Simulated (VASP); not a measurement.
Here is a VASP 6.6.1 calculation.

INCAR

```
SYSTEM = Ho2O
PREC     = Accurate       ! precision mode
ENCUT    = 600            ! plane-wave cutoff, eV
EDIFF    = 1E-7           ! SCF threshold, eV
ISMEAR   = 0              ! smearing method
SIGMA    = 0.2            ! smearing width, eV
LREAL    = .FALSE.        ! projectors in reciprocal space
LASPH    = .TRUE.         ! aspherical terms in the spheres
NELM     = 200            ! most SCF steps
ALGO     = Normal         ! electronic algorithm
ISIF     = 3              ! what is computed and relaxed
LWAVE    = .FALSE.        ! write WAVECAR
LCHARG   = .FALSE.        ! write CHGCAR
GGA      = PE             ! functional
IBRION   = 2              ! ionic algorithm
NSW      = 36             ! ionic steps
EDIFFG   = -0.08          ! ionic threshold
GGA_COMPAT= .FALSE.      
NELMIN   = 4            
LMAXMIX  = 6              ! l up to which the mixer works
```

The input KPOINTS:

```
regular mesh
0
G
  4 4 3
  0 0 0
```

The input POSCAR:

```
Ho2O
1.0
    4.5830646800      0.0000000000      0.0000000000
   -2.2915323400      3.9690504400      0.0000000000
    0.0000000000      0.0000000000      5.8181120800
Ho O
4 2
Direct
    0.3333333300      0.6666666700      0.2500000000
    0.6666666700      0.3333333300      0.7500000000
    0.0000000000      0.0000000000      0.5000000000
    0.0000000000      0.0000000000      0.0000000000
    0.6666666700      0.3333333300      0.2500000000
    0.3333333300      0.6666666700      0.7500000000
```

Potentials or basis: VASP PAW PBE potentials, release 64 (Ho_3, O), 4f in core.

Command:

```bash
$ cat potpaw_PBE.64/Ho_3/POTCAR potpaw_PBE.64/O/POTCAR > POTCAR
$ mpirun -np 1 vasp_std > vasp.out
```

(1) Predict the band gap on the k mesh.

(2) Predict the relaxed cell.

(3) Predict the relaxed volume.

(4) What does it give for the space group after relaxing (to 0.1 Å)?

Answers

(1) zero (bands 24 and 25 overlap by 0.47 eV).

(2) a = 5.500 Å, b = 5.500 Å, c = 4.920 Å, α = 90.00°, β = 90.00°, γ = 120.00°.

(3) 21.48 Å³/atom.

(4) P6_3/mmc (No. 194).

Caveat: the k points lie up to 0.43 Å⁻¹ apart in the final cell; the volume moved by over 15 % at a fixed basis, so the end points are rough; spin-orbit coupling is left out, which moves the levels of the heavy elements; the 4f electrons are frozen in the core, so they carry no moment and show no levels; the run has no spin polarisation, though such a crystal can be magnetic.
